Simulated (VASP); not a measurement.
Runs of VASP 6.6.1 on Pt. The structure is that of space group I4/mmm (No. 139), or close to it. The cells are those of the table. 

```tsv
cell	gap on the mesh (eV)	pressure (GPa)
a = 2.875, b = 2.875, c = 2.977 Å, angles 58.8, 58.8, 62.4°, 1 atom	none	-19.4
a = 2.893, b = 2.893, c = 3.011 Å, angles 58.6, 58.6, 62.7°, 1 atom	none	-22.1
a = 2.634, b = 2.634, c = 2.492 Å, angles 61.8, 61.8, 56.5°, 1 atom	none	(b)
a = 2.839, b = 2.839, c = 2.907 Å, angles 59.2, 59.2, 61.6°, 1 atom	none	-12.3
a = 2.911, b = 2.911, c = 3.046 Å, angles 58.5, 58.5, 63.1°, 1 atom	none	(a)
```

Alike in all rows: task single point; level PBE; potentials or basis VASP PAW PBE potentials, release 64 (Pt); no spin polarisation; k mesh 20 × 20 × 20; cutoff (eV) 520; smearing fermi-dirac 0.02 eV.

Task: Fill in the values left out.

Result: (a) -24.4; (b) 124.7.

Caveats: spin-orbit coupling is left out, which moves the levels of the heavy elements; the cell stands under tension (at least some runs); the cell stands under pressure (at least some runs).

A k mesh can miss the band edges, and the runs leave out spin-orbit coupling on Pt.

A gap of «none» marks levels without a gap at the run's occupations.
